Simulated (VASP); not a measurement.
# Al15SiN16 (a cell with a defect) in VASP: a series of runs, part 2 of 3

VASP 6.6.1. Earlier steps stand in the parts before.

## 4. Single point, PBE

The input, INCAR:

```
ALGO = Normal ; EDIFF = 1E-6
ENCUT = 520 ; GGA = PE
GGA_COMPAT = F ; ISIF = 2
ISMEAR = 0 ; LASPH = T
LCHARG = T ; LELF = T
LREAL = Auto ; LVHAR = T
LWAVE = F ; NBANDS = 86
NELECT = 130.0 ; NELM = 120
PREC = Accurate ; SIGMA = 0.01
```

The input, KPOINTS:

```
Automatic mesh
0
Gamma
  1 1 1
  0.25 0.25 0.25
```

The input, POSCAR:

```
Al15SiN16
1.0
    6.2595139092      0.0000000618      0.0000000000
   -3.1297570081      5.4208980298      0.0000000000
    0.0000000000      0.0000000000     10.0348065900
Al Si N
15 1 16
Direct
    0.3443848831      0.1529369703      0.2589027886
    0.3337102011      0.1648997331      0.7481420603
    0.1644548804      0.3341122245      1.0108531027
    0.3402391872      0.6931480073      0.2577131044
    0.1797119031      0.8375493624      0.4917878326
    0.3352126529      0.6692503651      0.7499457203
    0.1622676366      0.8339197050      0.9953389793
    0.8044432473      0.1573146490      0.2578875827
    0.6597072494      0.3183826511      0.4916721470
    0.8293311385      0.1639155455      0.7499109777
    0.6640532512      0.3358740799      0.9953354048
    0.8296388531      0.6678402865      0.2437237150
    0.6691081615      0.8292521601      0.4985298824
    0.8342421903      0.6638453063      0.7443956358
    0.6659426563      0.8321256343      0.9986370037
    0.1656030567      0.3325797868      0.5118825220
    0.3140721410      0.1820972373      0.4535788012
    0.1640599501      0.3338621352      0.1991452729
    0.3280889895      0.1698122072      0.9357161209
    0.1660812279      0.3326105146      0.6894491216
    0.3237682972      0.6351697967      0.4557947926
    0.1527062568      0.8294472334      0.1793460946
    0.3298513494      0.6667849224      0.9379479991
    0.1699153519      0.8320914614      0.6858619847
    0.8626438053      0.1755756788      0.4555400103
    0.6676604148      0.3443432044      0.1794367309
    0.8319010030      0.1685880245      0.9379354174
    0.6658182369      0.3286723085      0.6857582935
    0.8346782383      0.6632697282      0.4368327191
    0.6674998289      0.8303734530      0.1855178108
    0.8302684286      0.6677881152      0.9312111478
    0.6687956119      0.8308211678      0.6888611874
```

Potentials or basis: VASP PAW PBE potentials, release 64 (Al, Si, N).

Command:

```
$ cat potpaw_PBE.64/Al/POTCAR potpaw_PBE.64/Si/POTCAR potpaw_PBE.64/N/POTCAR > POTCAR
$ mpirun -np 1 vasp_std > vasp.out
```

OUTCAR:

```text
EDIFF = 1E-6
   ENCUT = 520
   GGA = PE
   ISIF = 2
   ISMEAR = 0
   LASPH = T
   LREAL = Auto
   NELECT = 130.0
   NELM = 120
   PREC = Accurate

 ion  position               nearest neighbor table
   1  0.344  0.153  0.259-  26 1.93  22 1.94  17 1.98  18 2.05   4 2.87   8 2.87   9 2.89   5 2.90
                            12 3.14  12 3.14   7 3.16  11 3.17   3 3.17  16 3.20
   2  0.334  0.165  0.748-  19 1.88  28 1.91  24 1.91  20 1.91  16 2.99  11 3.06   7 3.06  10 3.11
                             6 3.11   9 3.12   5 3.13  14 3.13  14 3.13   6 3.15  10 3.15   3 3.21
   3  0.164  0.334  0.011-  18 1.89  19 1.93  27 1.95  23 1.95  11 3.13   7 3.13  15 3.13  15 3.13
                             7 3.14  11 3.14   4 3.15   8 3.16   1 3.17   6 3.19  10 3.19   2 3.21
   4  0.340  0.693  0.258-  30 1.92  22 1.93  21 2.01  18 2.03   1 2.87   5 2.87   8 2.91  13 3.01
                            12 3.12  15 3.15  12 3.15   3 3.15   7 3.15  16 3.21   8 3.35
   5  0.180  0.838  0.492-  21 1.92  17 1.92  24 1.95  29 1.95   4 2.87   1 2.90   9 3.01  13 3.09
                            16 3.12   2 3.13   6 3.13  12 3.13  16 3.15  14 3.15  13 3.17   9 3.25
   6  0.335  0.669  0.750-  23 1.89  24 1.89  32 1.91  20 1.92  16 3.01   7 3.07  15 3.07  10 3.09
                            13 3.11   2 3.11  14 3.12   5 3.13  14 3.14   2 3.15  10 3.16   3 3.19
   7  0.162  0.834  0.995-  22 1.85  23 1.90  31 1.91  19 1.92   2 3.06   6 3.07  12 3.08  14 3.08
[... 751 lines left out ...]

  FORCE on cell =-STRESS in cart. coord.  units (eV):
  Direction    XX          YY          ZZ          XY          YZ          ZX
  --------------------------------------------------------------------------------------
  -------------------------------------------------------------------------------------
  Total        7.6141751      4.9206933     20.1990057     -2.4037558     -0.4371612      0.6811836
  in kB       35.8271770     23.1534667     95.0429084    -11.3104548     -2.0569859      3.2051911
  external PRESSURE =      51.3411840 kB  Pullay stress =       0.0000000 kB

 VOLUME and BASIS-vectors are now :
 -----------------------------------------------------------------------------
  energy-cutoff  :      520.00
  volume of cell :      340.50
      direct lattice vectors                 reciprocal lattice vectors
     6.259513909  0.000000062  0.000000000     0.159756813  0.092235641  0.000000000
    -3.129757008  5.420898030  0.000000000    -0.000000002  0.184471279  0.000000000
     0.000000000  0.000000000 10.034806590     0.000000000  0.000000000  0.099653141

 POSITION                                       TOTAL-FORCE (eV/Angst)
 -----------------------------------------------------------------------------------
      1.67703      0.82906      2.59804         0.088416     -0.062441     -0.092272
      1.57277      0.89390      7.50746         0.088074     -0.097420     -0.010598
     -0.01628      1.81119      0.10891        -0.123825      0.053234     -0.001360
     -0.03965      3.75748      2.58610         0.128077      0.017783      0.071462
     -1.49642      4.54027      4.93500        -0.097351     -0.035124      0.047934
      0.00368      3.62794      7.52556         0.102753     -0.051169      0.016314
[... 24 lines left out ...]
      3.10706      3.62001      9.34452         0.088286     -0.056334     -0.005033
      1.58607      4.50380      6.91259        -0.202454      0.072723     -0.052317
 -----------------------------------------------------------------------------------
    total drift:                               -0.008973      0.001715      0.014321

  FREE ENERGIE OF THE ION-ELECTRON SYSTEM (eV)
  ---------------------------------------------------
  free  energy   TOTEN  =      -228.7750170306 eV

  energy  without entropy=     -228.7750170306  energy(sigma->0) =     -228.77501703
```

OSZICAR:

```text
N       E                     dE             d eps       ncg     rms          rms(c)
DAV:   1     0.561601902896E+03    0.56160E+03   -0.60954E+04  1032   0.137E+03
DAV:   2    -0.208667333289E+03   -0.77027E+03   -0.74457E+03  1316   0.272E+02
DAV:   3    -0.264387571868E+03   -0.55720E+02   -0.55332E+02  1248   0.779E+01
DAV:   4    -0.265279755865E+03   -0.89218E+00   -0.88859E+00  1248   0.105E+01
DAV:   5    -0.265297755355E+03   -0.17999E-01   -0.17983E-01  1248   0.148E+00    0.346E+01
DAV:   6    -0.228854573352E+03    0.36443E+02   -0.15812E+02  1200   0.356E+01    0.128E+01
DAV:   7    -0.228943859369E+03   -0.89286E-01   -0.50284E+00  1208   0.738E+00    0.818E+00
DAV:   8    -0.228783767693E+03    0.16009E+00   -0.44585E-01  1240   0.271E+00    0.180E+00
DAV:   9    -0.228770826787E+03    0.12941E-01   -0.77024E-02  1296   0.115E+00    0.582E-01
DAV:  10    -0.228774767446E+03   -0.39407E-02   -0.39023E-02  1240   0.658E-01    0.360E-01
DAV:  11    -0.228774548782E+03    0.21866E-03   -0.68001E-03  1248   0.347E-01    0.168E-01
DAV:  12    -0.228775013448E+03   -0.46467E-03   -0.20367E-03  1248   0.182E-01    0.453E-02
DAV:  13    -0.228775022125E+03   -0.86762E-05   -0.27259E-04  1248   0.662E-02    0.297E-02
DAV:  14    -0.228775016083E+03    0.60414E-05   -0.49723E-05  1248   0.277E-02    0.171E-02
DAV:  15    -0.228775016643E+03   -0.56031E-06   -0.18868E-05  1200   0.145E-02    0.445E-03
DAV:  16    -0.228775017031E+03   -0.38711E-06   -0.31312E-06  1016   0.704E-03
   1 F= -.22877502E+03 E0= -.22877502E+03  d E =-.105769E-37
```

stdout:

```text
POSCAR found type information on POSCAR AlSiN
 POSCAR found :  3 types and      32 ions
 scaLAPACK will be used
 LDA part: xc-table for (Slater+PW92), standard interpolation
 POSCAR, INCAR and KPOINTS ok, starting setup
 FFT: planning ... GRIDC
 FFT: planning ... GRID_SOFT
 FFT: planning ... GRID
 WAVECAR not read
 entering main loop
 the old and the new charge density differ
 old charge density:   129.00000 new  130.00000
    0.346E+01
```

Wall time 4.7 min (1 thread of AMD EPYC 9R45 (Zen 5), shared host); peak memory 0.45 GiB.

What came out:

```
Free energy   : -228.7750 eV
Largest force : 0.333 eV/Å
```

Forces in eV/Å, atoms in the order of the input:
```
Al   0.088 -0.062 -0.092
Al   0.088 -0.097 -0.011
Al  -0.124  0.053 -0.001
Al   0.128  0.018  0.071
Al  -0.097 -0.035  0.048
Al   0.103 -0.051  0.016
Al  -0.111 -0.010 -0.013
Al   0.051 -0.098  0.040
Al  -0.028  0.100  0.053
Al   0.117 -0.067  0.031
Al  -0.024  0.076 -0.001
Al   0.147 -0.100 -0.019
Al  -0.217  0.159 -0.123
Al   0.118 -0.029 -0.001
Al  -0.121  0.096  0.016
Si   0.002 -0.038  0.001
N   -0.013  0.066  0.316
N   -0.099  0.052 -0.040
N    0.151 -0.070  0.063
N   -0.073  0.033 -0.034
N   -0.117 -0.056 -0.131
N   -0.058 -0.007  0.168
N    0.179 -0.106 -0.038
N   -0.194  0.090  0.018
N    0.043  0.080 -0.091
N   -0.010  0.095  0.168
N    0.139 -0.099 -0.034
N   -0.143  0.113  0.015
N    0.240 -0.143 -0.010
N   -0.052  0.021 -0.329
N    0.088 -0.056 -0.005
N   -0.202  0.073 -0.052
```

Caveat: the k points lie up to 1.16 Å⁻¹ apart; the cell carries a net charge on a neutralising background, which shifts energy and pressure; the cell is charged against a uniform background, so pressure and absolute levels hang on convention.

## 5. Single point, PBE

The input, INCAR:

```
SYSTEM = Al15SiN16
ALGO = Normal ; EDIFF = 1E-6
ENCUT = 520 ; GGA = PE
GGA_COMPAT = .False. ; ISIF = 2
ISMEAR = 0 ; LASPH = .True.
LCHARG = .True. ; LELF = .True.
LREAL = Auto ; LVHAR = .True.
LWAVE = .False. ; NBANDS = 86
NELECT = 128.0 ; NELM = 120
PREC = Accurate ; SIGMA = 0.01
```

KPOINTS is that of step 4.

The input, POSCAR:

```
Al15SiN16
1.0
    6.2595139092      0.0000000618      0.0000000000
   -3.1297570081      5.4208980298      0.0000000000
    0.0000000000      0.0000000000     10.0348065900
Al Si N
15 1 16
Direct
    0.3326724275      0.1672470299      0.2476081869
    0.3351356297      0.1649412329      0.7498620278
    0.1667353357      0.3332585904      0.9995901706
    0.3326286389      0.6638208263      0.2475814817
    0.1608473993      0.8301198726      0.5018470329
    0.3354842773      0.6690556351      0.7497025702
    0.1670545335      0.8332913390      0.9998698295
    0.8360852218      0.1672128561      0.2475181731
    0.6698634806      0.3391531036      0.5018030947
    0.8311765666      0.1647160869      0.7497441478
    0.6666160667      0.3328488555      0.9998918282
    0.8337081901      0.6661675074      0.2486733229
    0.6695077980      0.8305007971      0.5018794212
    0.8339421506      0.6660280953      0.7522685377
    0.6666832554      0.8332630273      0.9998490528
    0.1669833701      0.3329744640      0.5010312046
    0.3245375798      0.1752663462      0.4429016150
    0.1681405635      0.3316711640      0.1892739967
    0.3316473888      0.1682019630      0.9387686418
    0.1682382111      0.3317164550      0.6792967434
    0.3233666501      0.6508328810      0.4429882361
    0.1696416359      0.8324060356      0.1917918967
    0.3317429540      0.6664735877      0.9385703503
    0.1677947481      0.8314461683      0.6894278953
    0.8492015033      0.1767925385      0.4429869479
    0.6674853748      0.3302463178      0.1918127027
    0.8333999523      0.1681364087      0.9386121389
    0.6683591241      0.3320956865      0.6894157349
    0.8321387326      0.6678404318      0.4391573225
    0.6675096379      0.8322758289      0.1915771463
    0.8323139657      0.6675647001      0.9412783591
    0.6687365128      0.8314411476      0.6892367945
```

Command:

```
$ cat potpaw_PBE.64/Al/POTCAR potpaw_PBE.64/Si/POTCAR potpaw_PBE.64/N/POTCAR > POTCAR
$ mpirun -np 1 vasp_std > vasp.out
```

Wall time 4.8 min (1 thread of AMD EPYC 9R45 (Zen 5), shared host); peak memory 0.44 GiB.

The run converged. Its results:

| Property | Result |
| --- | --- |
| Free energy | -250.4035 eV |
| Largest force | 0.229 eV/Å |

Forces on the atoms (eV/Å):
```
Al   0.122 -0.074 -0.007
Al   0.091 -0.065 -0.004
Al  -0.117  0.062  0.003
Al   0.117 -0.073  0.006
Al  -0.103  0.025  0.010
Al   0.100 -0.070  0.015
Al  -0.115  0.056  0.013
Al   0.116 -0.065  0.016
Al  -0.079  0.072  0.015
Al   0.095 -0.060  0.010
Al  -0.111  0.070  0.011
Al   0.129 -0.072 -0.005
Al  -0.119  0.074 -0.015
Al   0.104 -0.062 -0.006
Al  -0.117  0.062  0.002
Si  -0.132  0.077  0.014
N    0.135 -0.069 -0.026
N   -0.168  0.105 -0.001
N    0.171 -0.094 -0.029
N   -0.132  0.085  0.004
N    0.211 -0.044 -0.009
N   -0.185  0.102 -0.012
N    0.172 -0.095  0.009
N   -0.173  0.109 -0.019
N    0.146 -0.175 -0.014
N   -0.181  0.109 -0.014
N    0.173 -0.093  0.006
N   -0.163  0.105 -0.020
N    0.187 -0.107 -0.001
N   -0.183  0.110  0.021
N    0.176 -0.101 -0.005
N   -0.170  0.095  0.029
```

Levels at points of the mesh, in eV from the Fermi level:
```csv
k point,band 61,band 62,band 63,band 64,band 65,band 66,band 67,band 68
"(0.25, 0.25, 0.25)",-0.45,-0.41,-0.28,-0.10,5.62,5.86,6.22,6.33
```

Caveat: the k points lie up to 1.16 Å⁻¹ apart; the cell carries a net charge on a neutralising background, which shifts energy and pressure; the cell is charged against a uniform background, so pressure and absolute levels hang on convention.

(Part 2 of 3 ends here.)
